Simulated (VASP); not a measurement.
Runs of VASP 6.6.1 on InAs. The structure is that of space group Fm-3m (No. 225), or close to it. The cells are those of the table. 

```csv
cell,gap on the mesh (eV),pressure (GPa)
"a = 4.000 Å, angles 60.0°, 2 atoms",none,1.3
"a = 4.168 Å, angles 60.0°, 2 atoms",none,-5.8
"a = 4.035 Å, angles 60.0°, 2 atoms",none,-0.5
"a = 3.929 Å, angles 60.0°, 2 atoms",none,6.1
"a = 4.200 Å, angles 60.0°, 2 atoms",none,(b)
"a = 4.136 Å, angles 60.0°, 2 atoms",none,(a)
"a = 4.103 Å, angles 60.0°, 2 atoms",none,-3.5
"a = 3.965 Å, angles 60.0°, 2 atoms",none,3.5
"a = 4.069 Å, angles 60.0°, 2 atoms",none,(c)
```

Alike in all rows: task single point; level r2SCAN; potentials or basis VASP PAW PBE potentials, release 64 (In_d, As); no spin polarisation; k mesh 6 × 6 × 6; cutoff (eV) 520; smearing gaussian 0.1 eV.

Problem. Fill in the values left out.

Solution. (a) -4.8; (b) -6.7; (c) -2.1.

Caveats: the PAW data sets were made with another functional, which shifts forces and pressure a little; spin-orbit coupling is left out, which moves the levels of the heavy elements.

A k mesh can miss the band edges, and the runs leave out spin-orbit coupling on As, In.

A gap of «none» marks levels without a gap at the run's occupations.
